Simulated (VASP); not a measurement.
A run of VASP 6.6.1 is set up as follows.

File INCAR:

```
  PREC = Accurate
  ENCUT = 520
  EDIFF = 1E-6
  ISMEAR = -1
  SIGMA = 0.02
  LREAL = False
  LASPH = True
  NELM = 100
  ALGO = Normal
  ISIF = 2
  LWAVE = False
  LCHARG = True
  GGA = PE
  LELF = True
  LVHAR = True
  NBANDS = 45
```

The input KPOINTS:

```
regular mesh
0
Gamma
  5 5 3
```

POSCAR

```
As2C3N2
1.0
    4.5950000000     -3.4500000000      0.0000000000
    4.5950000000      3.4500000000      0.0000000000
   -1.7325700000      0.0000000000      8.7501200000
As C N
4 6 4
Direct
    0.2558288831      0.2721064461      0.2361629382
    0.7278935539      0.7441711169      0.7638370618
    0.7104304287      0.5706966186      0.4038257741
    0.4293033814      0.2895695713      0.5961742259
   -0.0418188782      0.4071312658      0.3236377977
    0.5928687342      1.0418188782      0.6763622023
    0.2181451599      0.9384416295      0.2165837473
    0.0615583705      0.7818548401      0.7834162527
    0.1096360677      0.3051799427      0.0264081983
    0.6948200573      0.8903639323      0.9735918017
    1.0315832522      0.3398399653      0.9012320968
    0.6601600347     -0.0315832522      0.0987679032
    0.2208692647      0.7352783102      0.2155636681
    0.2647216898      0.7791307353      0.7844363319
```

Potentials or basis: VASP PAW PBE potentials, release 64 (As, C, N).

Run with:

```console
$ cat potpaw_PBE.64/As/POTCAR potpaw_PBE.64/C/POTCAR potpaw_PBE.64/N/POTCAR > POTCAR
$ mpirun -np 1 vasp_std > vasp.out
```

**Question.** Predict the largest force.

**Answer.** 0.440 eV/Å.

**Question.** Estimate the pressure.

**Answer.** 3.5 GPa.

**Question.** Predict the band gap on the k mesh.

**Answer.** 2.37 eV, indirect (least direct gap 2.40 eV).

Stress tensor (GPa, compression positive):
```
2.99 0.00 0.04
0.00 4.12 0.00
0.04 0.00 3.41
```

A k mesh can miss the band edges. As with any semilocal functional, this PBE gap is likely too small.
